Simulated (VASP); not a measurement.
# GeB6P8 (a cell with a defect) in VASP: a series of runs, part 2 of 2

VASP 6.6.1. The steps go on from the part before.

### 3 Single point, r2SCAN, collinear spin

File POSCAR:

```
GeB6P8
1.0
    9.0403780000      0.0000000000      0.0000000000
    0.0000000000      4.5201890000      0.0000000000
    0.0000000000      0.0000000000      4.5201890000
B P Ge
6 8 1
Direct
    0.0102060000      0.0236830000      0.9977570000
    0.2364670000      0.5188010000      0.9815450000
    0.7437090000      0.4951320000      0.9826600000
    0.2461760000      0.0042610000      0.5014910000
    0.7497120000      0.9902800000      0.4980360000
    0.0025670000      0.5017680000      0.4975030000
    0.1302980000      0.2472630000      0.2525050000
    0.6241450000      0.2509310000      0.2568350000
    0.3779450000      0.7503170000      0.2273240000
    0.8767580000      0.7511140000      0.2426430000
    0.3608840000      0.2698890000      0.7506390000
    0.8691330000      0.2533440000      0.7528960000
    0.1237820000      0.7395760000      0.7642370000
    0.6302710000      0.7448380000      0.7444500000
    0.4938930000      0.5290170000      0.4876280000
```

File INCAR.step1:

```
PREC     = Accurate       # precision mode
ENCUT    = 460            # plane-wave cutoff, eV
ISMEAR   = -1             # smearing method
SIGMA    = 0.05           # smearing width, eV
LREAL    = Auto         
LASPH    = True           # aspherical terms in the spheres
NELM     = 200            # most SCF steps
ISPIN    = 2              # spin polarisation
MAGMOM   = 0 0 0 0 0 0 0 0.4 0.4 0 0.4 0 0 0.4 0.4 # initial moments
ISYM     = -1           
NBANDS   = 53             # bands
GGA      = PE             # functional
ALGO     = Normal         # electronic algorithm
EDIFF    = 1E-5           # SCF threshold, eV
LWAVE    = True           # write WAVECAR
LCHARG   = False          # write CHGCAR
GGA_COMPAT= False
```

File INCAR.step2:

```
PREC     = Accurate       # precision mode
ENCUT    = 460            # plane-wave cutoff, eV
EDIFF    = 1E-6           # SCF threshold, eV
ISMEAR   = -1             # smearing method
SIGMA    = 0.05           # smearing width, eV
LREAL    = Auto         
LASPH    = True           # aspherical terms in the spheres
NELM     = 200            # most SCF steps
ALGO     = Normal         # electronic algorithm
ISIF     = 2              # what is computed and relaxed
LWAVE    = False          # write WAVECAR
LCHARG   = False          # write CHGCAR
ISPIN    = 2              # spin polarisation
MAGMOM   = 0 0 0 0 0 0 0 0.4 0.4 0 0.4 0 0 0.4 0.4 # initial moments
LORBIT   = 11             # projections on sites
METAGGA  = R2SCAN         # meta-GGA
LMIXTAU  = True         
ISYM     = -1           
NBANDS   = 53             # bands
ISTART   = 1            
GGA_COMPAT= False
```

File KPOINTS:

```
explicit points
1
Reciprocal
  0.25000000   0.25000000   0.25000000 1
```

Potentials or basis: VASP PAW PBE potentials, release 64 (B, P, Ge_d).

On the command line:

```sh
cat potpaw_PBE.64/B/POTCAR potpaw_PBE.64/P/POTCAR potpaw_PBE.64/Ge_d/POTCAR > POTCAR
cp INCAR.step1 INCAR
mpirun -np 1 vasp_std > vasp.out
cp INCAR.step2 INCAR
mpirun -np 1 vasp_std > vasp.out
```

OUTCAR:

```text
PREC = Accurate
   ENCUT = 460
   EDIFF = 1E-6
   ISMEAR = -1
   LREAL = Auto
   LASPH = True
   NELM = 200
   ISIF = 2
   ISPIN = 2
   LORBIT = 11
   METAGGA = R2SCAN
   ISYM = -1
   ISTART = 1

 ion  position               nearest neighbor table
   1  0.010  0.024  0.998-   7 1.88  13 1.95  12 1.98  10 2.05
   2  0.236  0.519  0.982-  13 1.73  11 1.90   7 1.98   9 1.99
   3  0.744  0.495  0.983-  14 1.87  12 1.89   8 1.98  10 2.04
   4  0.246  0.004  0.501-   7 1.89  11 1.95  13 2.02   9 2.07
   5  0.750  0.990  0.498-  14 1.91  10 1.95   8 1.97  12 1.98
   6  0.003  0.502  0.498-  13 1.95   7 1.97  10 1.97  12 2.01
   7  0.130  0.247  0.253-   1 1.88   4 1.89   6 1.97   2 1.98
   8  0.624  0.251  0.257-   5 1.97   3 1.98  15 2.01
   9  0.378  0.750  0.227-  15 1.87   2 1.99   4 2.07
  10  0.877  0.751  0.243-   5 1.95   6 1.97   3 2.04   1 2.05
  11  0.361  0.270  0.751-   2 1.90   4 1.95  15 2.06
  12  0.869  0.253  0.753-   3 1.89   5 1.98   1 1.98   6 2.01
  13  0.124  0.740  0.764-   2 1.73   6 1.95   1 1.95   4 2.02
  14  0.630  0.745  0.744-   3 1.87   5 1.91  15 1.95
  15  0.494  0.529  0.488-   9 1.87  14 1.95   8 2.01  11 2.06

IMPORTANT INFORMATION: All symmetrisations will be switched off!
NOSYMM: (Re-)initialisation of all symmetry stuff for point group C_1.

----------------------------------------------------------------------------------------

                                     Primitive cell

  volume of cell :     184.7140

  direct lattice vectors                    reciprocal lattice vectors
     9.040378000  0.000000000  0.000000000     0.110614844  0.000000000  0.000000000
     0.000000000  4.520189000  0.000000000     0.000000000  0.221229688  0.000000000
     0.000000000  0.000000000  4.520189000     0.000000000  0.000000000  0.221229688

  length of vectors
     9.040378000  4.520189000  4.520189000     0.110614844  0.221229688  0.221229688

  position of ions in fractional coordinates (direct lattice)
     0.010206000  0.023683000  0.997757000
     0.236467000  0.518801000  0.981545000
     0.743709000  0.495132000  0.982660000
     0.246176000  0.004261000  0.501491000
     0.749712000  0.990280000  0.498036000
     0.002567000  0.501768000  0.497503000
     0.130298000  0.247263000  0.252505000
     0.624145000  0.250931000  0.256835000
     0.377945000  0.750317000  0.227324000
     0.876758000  0.751114000  0.242643000
     0.360884000  0.269889000  0.750639000
     0.869133000  0.253344000  0.752896000
     0.123782000  0.739576000  0.764237000
     0.630271000  0.744838000  0.744450000
     0.493893000  0.529017000  0.487628000

  ion indices of the primitive-cell ions
   primitive index   ion index
                 1           1
                 2           2
                 3           3
                 4           4
                 5           5
                 6           6
                 7           7
                 8           8
                 9           9
                10          10
                11          11
                12          12
                13          13
                14          14
                15          15

----------------------------------------------------------------------------------------

 KPOINTS: explicit points

[... 55 lines left out ...]
   LRPA    =     F    only Hartree local field effects (RPA)
 spin polarized calculation
  energy-cutoff  :      460.00
  volume of cell :      184.71
 maximum number of plane-waves:      4137
 NGX is ok and might be reduce to    64
   NGX = 31   NGY = 15   NGZ = 15

 number of electron      72.0000002 magnetization       0.0025979

 Free energy of the ion-electron system (eV)
  ---------------------------------------------------
  ext. energy  EPLUGINS =         0.00000000
  ---------------------------------------------------
  free energy    TOTEN  =      -127.33826422 eV

  energy without entropy =     -127.33555518  energy(sigma->0) =     -127.33690970

 E-fermi :   7.9520     XC(G=0): -11.6207

 val. band max:        7.6533773770   @ k =   0.2500   0.2500   0.2500
 cond. band min:       8.2289028340   @ k =   0.2500   0.2500   0.2500
 fundamental gap:      0.5755254571
 Fermi energy:         7.9519890000

 spin component 1

 k-point     1 :       0.2500    0.2500    0.2500
  band No.  band energies     occupation
      1     -18.5717      1.00000
      2     -18.4595      1.00000
      3     -18.4131      1.00000
      4     -18.3171      1.00000
      5     -18.2855      1.00000
      6      -8.4766      1.00000
[... 40 lines left out ...]
     47      13.0141      0.00000
     48      13.2717      0.00000
 Fermi energy:         7.9519890000

 spin component 2

 k-point     1 :       0.2500    0.2500    0.2500
  band No.  band energies     occupation
      1     -18.5389      1.00000
      2     -18.4614      1.00000
      3     -18.4134      1.00000
      4     -18.3119      1.00000
      5     -18.2804      1.00000
      6      -8.4250      1.00000
[... 40 lines left out ...]
     47      13.0567      0.00000
     48      13.2360      0.00000
 [bands above 48 left out]

------------------------ aborting loop because EDIFF is reached ----------------------------------------

  FORCE on cell =-STRESS in cart. coord.  units (eV):
  Direction    XX          YY          ZZ          XY          YZ          ZX
  --------------------------------------------------------------------------------------
  -------------------------------------------------------------------------------------
  Total       26.9712924     23.6422246     23.4551597     -8.9081395    -10.8056577     10.3112913
  in kB      233.9443506    205.0685888    203.4460200    -77.2676695    -93.7264161     89.4383669
  external PRESSURE =     214.1529865 kB  Pullay stress =       0.0000000 kB

 VOLUME and BASIS-vectors are now :
 -----------------------------------------------------------------------------
  energy-cutoff  :      460.00
  volume of cell :      184.71
      direct lattice vectors                 reciprocal lattice vectors
     9.040378000  0.000000000  0.000000000     0.110614844  0.000000000  0.000000000
     0.000000000  4.520189000  0.000000000     0.000000000  0.221229688  0.000000000
     0.000000000  0.000000000  4.520189000     0.000000000  0.000000000  0.221229688

 POSITION                                       TOTAL-FORCE (eV/Angst)
 -----------------------------------------------------------------------------------
      0.09227      0.10705      4.51005        -2.090132     -1.619398      0.022041
      2.13775      2.34508      4.43677         3.083299     -2.539641      3.334884
      6.72341      2.23809      4.44181         0.250632     -0.375710      1.470597
      2.22552      0.01926      2.26683         0.870834     -0.757956     -0.058455
      6.77768      4.47625      2.25122         0.130918      0.770799     -0.123718
      0.02321      2.26809      2.24881        -1.048891     -0.263678      0.189417
      1.17794      1.11768      1.14137        -0.930601      1.241643     -0.143043
      5.64251      1.13426      1.16094         3.504865     -4.132234     -3.644867
      3.41677      3.39157      1.02755        -7.318149      7.094880     -6.478582
      7.92622      3.39518      1.09679         0.446265      0.733460     -0.212662
      3.26253      1.21995      3.39303        -3.007518     -3.393989      2.292228
      7.85729      1.14516      3.40323         1.819242     -0.695332     -0.761797
      1.11904      3.34302      3.45450        -2.384044      3.721415     -3.459153
      5.69789      3.36681      3.36505         3.583748      4.518422      4.604678
      4.46498      2.39126      2.20417         3.089533     -4.302682      2.968431
 -----------------------------------------------------------------------------------
    total drift:                               -0.010482      0.001549      0.006380

  FREE ENERGIE OF THE ION-ELECTRON SYSTEM (eV)
  ---------------------------------------------------
  free  energy   TOTEN  =      -127.3382642208 eV

  energy  without entropy=     -127.3355551775  energy(sigma->0) =     -127.33690970

 total charge

# of ion       s       p       d       tot
------------------------------------------
    1        0.689   1.286   0.000   1.975
    2        0.713   1.398   0.000   2.111
    3        0.681   1.289   0.000   1.970
    4        0.674   1.251   0.000   1.925
    5        0.682   1.262   0.000   1.944
    6        0.675   1.253   0.000   1.929
    7        0.987   1.599   0.000   2.586
    8        1.017   1.635   0.000   2.652
    9        1.045   1.580   0.000   2.626
   10        0.994   1.541   0.000   2.535
   11        1.040   1.585   0.000   2.625
   12        0.992   1.573   0.000   2.565
   13        0.997   1.636   0.000   2.633
   14        1.011   1.711   0.000   2.722
   15        1.171   2.027  10.331  13.528
--------------------------------------------------
tot         13.370  22.625  10.331  46.325

 magnetization (x)

# of ion       s       p       d       tot
------------------------------------------
    1       -0.000  -0.006   0.000  -0.007
    2       -0.002  -0.012   0.000  -0.014
    3       -0.001   0.002   0.000   0.001
    4       -0.004  -0.012   0.000  -0.016
    5       -0.000  -0.002   0.000  -0.003
    6        0.001   0.000   0.000   0.001
    7       -0.000   0.016   0.000   0.015
    8       -0.008  -0.088   0.000  -0.097
    9       -0.010   0.001   0.000  -0.009
   10       -0.003  -0.024   0.000  -0.028
   11        0.027   0.212   0.000   0.238
   12       -0.002  -0.014   0.000  -0.017
   13       -0.002   0.014   0.000   0.012
   14       -0.009  -0.072   0.000  -0.082
   15        0.002   0.028   0.002   0.032
--------------------------------------------------
tot         -0.014   0.041   0.002   0.029
```

Run time: 2.2 min. Hardware: 1 thread of Intel Xeon Platinum 8259CL at 2.50GHz (Skylake/Cascade Lake), shared host; peak memory 0.32 GiB.

Results:

```
Free energy                                           : -127.3383 eV
Pressure                                              : 21.4 GPa
Largest force                                         : 12.077 eV/Å
Net moment                                            : 0.00 μB per cell
Site moments                                          : B -0.01, +0.00, -0.02, -0.00 (each value once); P +0.01, -0.10, -0.01, -0.03, +0.24, -0.02, -0.08 (each value once); Ge +0.03 μB
Valence electrons inside the program's atomic spheres : B 1.98, 2.11, 1.97, 1.93, 1.94 (each value once); P 2.59, 2.65, 2.63, 2.54, 2.62, 2.56, 2.72 (each value once); Ge 13.53
```

Forces on the atoms (eV/Å):
```
B   -2.090 -1.619  0.022
B    3.083 -2.540  3.335
B    0.251 -0.376  1.471
B    0.871 -0.758 -0.058
B    0.131  0.771 -0.124
B   -1.049 -0.264  0.189
P   -0.931  1.242 -0.143
P    3.505 -4.132 -3.645
P   -7.318  7.095 -6.479
P    0.446  0.733 -0.213
P   -3.008 -3.394  2.292
P    1.819 -0.695 -0.762
P   -2.384  3.721 -3.459
P    3.584  4.518  4.605
Ge   3.090 -4.303  2.968
```

Stress tensor (GPa, compression positive):
```
23.39 -7.73  8.94
-7.73 20.51 -9.37
 8.94 -9.37 20.34
```

Levels at points of the mesh, in eV from the Fermi level:
Spin up:
```
           k point  band 32  band 33  band 34  band 35  band 36  band 37  band 38  band 39  band 40  band 41
(0.25, 0.25, 0.25)    -2.74    -2.53    -1.40    -0.94    -0.30     0.28     2.05     2.35     2.88     3.05
```
Spin down:
```csv
k point,band 34,band 35,band 36,band 37,band 38,band 39
"(0.25, 0.25, 0.25)",-1.34,-1.04,-0.33,0.54,2.01,2.36
```

Caveat: the PAW data sets were made with another functional, which shifts forces and pressure a little.
